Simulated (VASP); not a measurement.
# WSe2 (R-3m) in VASP: a series of runs, part 2 of 2

VASP 6.6.1. Earlier steps stand in the parts before.

### 3 Single point, PBE

Contents of INCAR:

```
SYSTEM = WSe2
PREC = Accurate
ENCUT = 520
EDIFF = 1E-6
ISMEAR = -1
SIGMA = 0.02
LREAL = .FALSE.
LASPH = .TRUE.
NELM = 80
ALGO = Normal
ISIF = 2
LWAVE = .FALSE.
LCHARG = .FALSE.
GGA = PE
NBANDS = 20
```

Contents of KPOINTS:

```
Automatic mesh
0
G
  6 6 6
  0 0 0
```

Contents of POSCAR:

```
WSe2
1.0
    1.6433003578      0.9487599040      6.4972669668
   -1.6433003578      0.9487599040      6.4972669668
    0.0000000000     -1.8975198079      6.4972669668
W Se
1 2
Direct
    0.0000000000      0.0000000000      0.0000000000
    0.2462563275      0.2462563275      0.2462563275
    0.7537436725      0.7537436725      0.7537436725
```

Potentials or basis: VASP PAW PBE potentials, release 64 (W_sv, Se).

Run with:

```
cat potpaw_PBE.64/W_sv/POTCAR potpaw_PBE.64/Se/POTCAR > POTCAR
mpirun -np 1 vasp_std > vasp.out
```

OUTCAR:

```text
SYSTEM = WSe2
   PREC = Accurate
   ENCUT = 520
   EDIFF = 1E-6
   ISMEAR = -1
   LREAL = .FALSE.
   LASPH = .TRUE.
   NELM = 80
   ISIF = 2
   GGA = PE

 ion  position               nearest neighbor table
   1  0.000  0.000  0.000-   3 2.55   3 2.55   2 2.55   2 2.55   3 2.55   2 2.55
   2  0.246  0.246  0.246-   1 2.55   1 2.55   1 2.55
   3  0.754  0.754  0.754-   1 2.55   1 2.55   1 2.55

  LATTYP: Found a trigonal (rhomboedric) cell.
 ALAT       =     6.7686822543
 COS(alpha) =     0.8821157891

  Lattice vectors:

 A1 = (   1.6433003578,   0.9487599040,   6.4972669668)
 A2 = (  -1.6433003578,   0.9487599040,   6.4972669668)
 A3 = (   0.0000000000,  -1.8975198079,   6.4972669668)

Analysis of symmetry for initial positions (statically):
=====================================================================
 Subroutine PRICEL returns:
 Original cell was already a primitive cell.

 Routine SETGRP: Setting up the symmetry group for a
 trigonal (rhombohedral) supercell.

 Subroutine GETGRP returns: Found 12 space group operations
 (whereof 12 operations were pure point group operations)
 out of a pool of 12 trial point group operations.

The static configuration has the point symmetry D_3d.

Analysis of symmetry for dynamics (positions and initial velocities):
=====================================================================
 Subroutine PRICEL returns:
 Original cell was already a primitive cell.

 Routine SETGRP: Setting up the symmetry group for a
 trigonal (rhombohedral) supercell.

 Subroutine GETGRP returns: Found 12 space group operations
 (whereof 12 operations were pure point group operations)
 out of a pool of 12 trial point group operations.

The dynamic configuration has the point symmetry D_3d.

 Subroutine INISYM returns: Found 12 space group operations
 (whereof 12 operations are pure point group operations),
 and found     1 'primitive' translations

----------------------------------------------------------------------------------------
[... 113 lines left out ...]
   IMIX   =      4    mixing-type and parameters
     AMIX     =   0.40;   BMIX     =  1.00
     AMIX_MAG =   1.60;   BMIX_MAG =  1.00
  volume/ion in A,a.u.               =      20.26       136.72
  Fermi-wavevector in a.u.,A,eV,Ry     =   1.233524  2.331022 20.702366  1.521581
  Thomas-Fermi vector in A             =   2.368251
   LORBIT       =      0    0 simple, 1 ext, 2 COOP (PROOUT), +10 PAW based schemes
   GGA     = PE    functional components
   LHFCALC =     F    Hartree Fock is set to
   AEXX    =    0.0000 exact exchange contribution
   IVDW    =     0    specifies the selected vdW correction
   LEPSILON=     F    determine dielectric tensor
   LRPA    =     F    only Hartree local field effects (RPA)
 non-spin polarized calculation
  energy-cutoff  :      520.00
  volume of cell :       60.78
 maximum number of plane-waves:      1652
   NGX = 25   NGY = 25   NGZ = 25

 number of electron      26.0000003 magnetization

 Free energy of the ion-electron system (eV)
  ---------------------------------------------------
  ext. energy  EPLUGINS =         0.00000000
  ---------------------------------------------------
  free energy    TOTEN  =       -20.85769453 eV

  energy without entropy =      -20.85614560  energy(sigma->0) =      -20.85692007

 E-fermi :   6.7211     XC(G=0): -10.7912

 val. band max:        6.5159057084   @ k =  -0.3333   0.5000   0.3333
 cond. band min:       6.7211345253   @ k =   0.5000   0.3333   0.1667
 fundamental gap:      0.2052288170
 Fermi energy:         6.7211010868

 k-point     1 :       0.0000    0.0000    0.0000
  band No.  band energies     occupation
      1     -68.0566      2.00000
      2     -32.2326      2.00000
      3     -32.2125      2.00000
      4     -32.2125      2.00000
      5      -8.9393      2.00000
      6      -7.4583      2.00000
[... 541 lines left out ...]
     19      12.9234      0.00000
     20      14.4375      0.00000

 [... further k-points ...]

------------------------ aborting loop because EDIFF is reached ----------------------------------------

  FORCE on cell =-STRESS in cart. coord.  units (eV):
  Direction    XX          YY          ZZ          XY          YZ          ZX
  --------------------------------------------------------------------------------------
  -------------------------------------------------------------------------------------
  Total        1.0115498      1.0115498      1.9706787      0.0000000      0.0000000      0.0000000
  in kB       26.6650634     26.6650634     51.9482808      0.0000000      0.0000000      0.0000000
  external PRESSURE =      35.0928025 kB  Pullay stress =       0.0000000 kB

 VOLUME and BASIS-vectors are now :
 -----------------------------------------------------------------------------
  energy-cutoff  :      520.00
  volume of cell :       60.78
      direct lattice vectors                 reciprocal lattice vectors
     1.643300358  0.948759904  6.497266967     0.304265740  0.175667907  0.051303623
    -1.643300358  0.948759904  6.497266967    -0.304265740  0.175667907  0.051303623
     0.000000000 -1.897519808  6.497266967     0.000000000 -0.351335814  0.051303623

 POSITION                                       TOTAL-FORCE (eV/Angst)
 -----------------------------------------------------------------------------------
      0.00000      0.00000      0.00000         0.000000     -0.000000     -0.000000
      0.00000      0.00000      4.79998         0.000000     -0.000000     -0.338544
      0.00000      0.00000     14.69182         0.000000      0.000000      0.338544
 -----------------------------------------------------------------------------------
    total drift:                               -0.000000     -0.000000      0.000000

  FREE ENERGIE OF THE ION-ELECTRON SYSTEM (eV)
  ---------------------------------------------------
  free  energy   TOTEN  =       -20.8576945349 eV

  energy  without entropy=      -20.8561455952  energy(sigma->0) =      -20.85692007
```

OSZICAR:

```text
N       E                     dE             d eps       ncg     rms          rms(c)
DAV:   1     0.193518613886E+03    0.19352E+03   -0.12747E+04  1280   0.126E+03
DAV:   2    -0.121406617033E+02   -0.20566E+03   -0.19916E+03  1512   0.333E+02
DAV:   3    -0.217218295056E+02   -0.95812E+01   -0.94719E+01  1592   0.659E+01
DAV:   4    -0.218341457716E+02   -0.11232E+00   -0.11204E+00  1476   0.758E+00
DAV:   5    -0.218353061778E+02   -0.11604E-02   -0.11604E-02  1528   0.848E-01    0.201E+01
DAV:   6    -0.211370049877E+02    0.69830E+00   -0.66764E+00  1408   0.149E+01    0.717E+00
DAV:   7    -0.209402998255E+02    0.19671E+00   -0.25266E+00  1376   0.771E+00    0.495E+00
DAV:   8    -0.208577150233E+02    0.82585E-01   -0.38031E-01  1412   0.375E+00    0.717E-01
DAV:   9    -0.208578315178E+02   -0.11649E-03   -0.12764E-02  1480   0.720E-01    0.325E-01
DAV:  10    -0.208576690099E+02    0.16251E-03   -0.18006E-03  1472   0.326E-01    0.437E-02
DAV:  11    -0.208576853969E+02   -0.16387E-04   -0.24201E-04  1400   0.102E-01    0.630E-02
DAV:  12    -0.208576873674E+02   -0.19705E-05   -0.12555E-05  1492   0.263E-02    0.253E-02
DAV:  13    -0.208576946033E+02   -0.72359E-05   -0.81104E-06  1436   0.195E-02    0.551E-03
DAV:  14    -0.208576945349E+02    0.68351E-07   -0.39856E-07   912   0.538E-03
   1 F= -.20857695E+02 E0= -.20856920E+02  d E =-.154894E-02
```

Wall time 3.9 min (1 thread of Intel Xeon 8259CL, shared host); peak memory 0.34 GiB.

What came out:

```
Free energy            : -20.8577 eV
Pressure               : 3.5 GPa
Largest force          : 0.339 eV/Å
Band gap on the k mesh : zero (bands 13 and 14 overlap by 0.46 eV)
```

Forces in eV/Å, atoms in the order of the input:
```
W    0.000  0.000  0.000
Se   0.000  0.000 -0.339
Se   0.000  0.000  0.339
```

Caveat: the k points lie up to 0.37 Å⁻¹ apart; spin-orbit coupling is left out, which moves the levels of the heavy elements.

### 4 Single point, PBE

Contents of INCAR:

```
ALGO     = Normal         # electronic algorithm
EDIFF    = 1E-6           # SCF threshold, eV
ENCUT    = 520            # plane-wave cutoff, eV
GGA      = PE             # functional
ISIF     = 2              # what is computed and relaxed
ISMEAR   = -1             # smearing method
LASPH    = T              # aspherical terms in the spheres
LCHARG   = F              # write CHGCAR
LREAL    = F              # projectors in reciprocal space
LWAVE    = F              # write WAVECAR
NBANDS   = 20             # bands
NELM     = 60             # most SCF steps
PREC     = Accurate       # precision mode
SIGMA    = 0.2            # smearing width, eV
```

Contents of KPOINTS:

```
k-points
0
Gamma
  6 6 6
```

POSCAR is that of step 3.

Run with:

```
cat potpaw_PBE.64/W_sv/POTCAR potpaw_PBE.64/Se/POTCAR > POTCAR
mpirun -np 1 vasp_std > vasp.out
```

Wall time 3.8 min (1 thread of Intel Xeon 8259CL, shared host); peak memory 0.34 GiB.

It converged, with:

```
Free energy            : -20.9141 eV
Pressure               : 3.9 GPa
Largest force          : 0.337 eV/Å
Band gap on the k mesh : zero (bands 13 and 14 overlap by 0.46 eV)
```

Forces in eV/Å, atoms in the order of the input:
```
W    0.000  0.000  0.000
Se   0.000  0.000 -0.337
Se   0.000  0.000  0.337
```

Stress tensor (GPa, compression positive):
```
3.24 0.00 0.00
0.00 3.24 0.00
0.00 0.00 5.23
```

Levels at points of the mesh, in eV from the Fermi level:
| k point | band 10 | band 11 | band 12 | band 13 | band 14 | band 15 | band 16 | band 17 |
| --- | --- | --- | --- | --- | --- | --- | --- | --- |
| (0.00, 0.00, 0.00) | -1.73 | -1.54 | -0.59 | -0.59 | 0.37 | 0.37 | 3.52 | 3.52 |
| (0.50, 0.00, 0.00) | -3.71 | -2.98 | -2.04 | -1.25 | 1.61 | 2.24 | 3.40 | 3.55 |
| (0.50, 0.50, 0.00) | -3.61 | -3.00 | -2.33 | -1.55 | 1.61 | 1.91 | 3.49 | 3.91 |
| (0.50, 0.50, 0.50) | -3.32 | -0.57 | -0.57 | -0.40 | 0.22 | 0.22 | 3.69 | 3.69 |

Caveat: the k points lie up to 0.37 Å⁻¹ apart; spin-orbit coupling is left out, which moves the levels of the heavy elements.

### 5 Overview

| smearing | gap on the mesh (eV) | pressure (GPa) | largest force (eV/Å) |
| --- | --- | --- | --- |
| methfessel-paxton 0.5 eV | none | 3.4 | 0.32 |
| fermi-dirac 0.02 eV | none | 3.5 | 0.34 |
| fermi-dirac 0.2 eV | none | 3.9 | 0.34 |

Alike in all rows: task single point; level PBE; potentials or basis VASP PAW PBE potentials, release 64 (W_sv, Se); no spin polarisation; cell as given; k mesh 6 × 6 × 6; cutoff (eV) 520.

Caveats: all runs use coarse meshes; spin-orbit coupling is left out, which moves the levels of the heavy elements.

Absolute energies hang on the potentials; compare differences alone.

The gap in the log of VASP goes by the Fermi energy; the results here count the filled bands.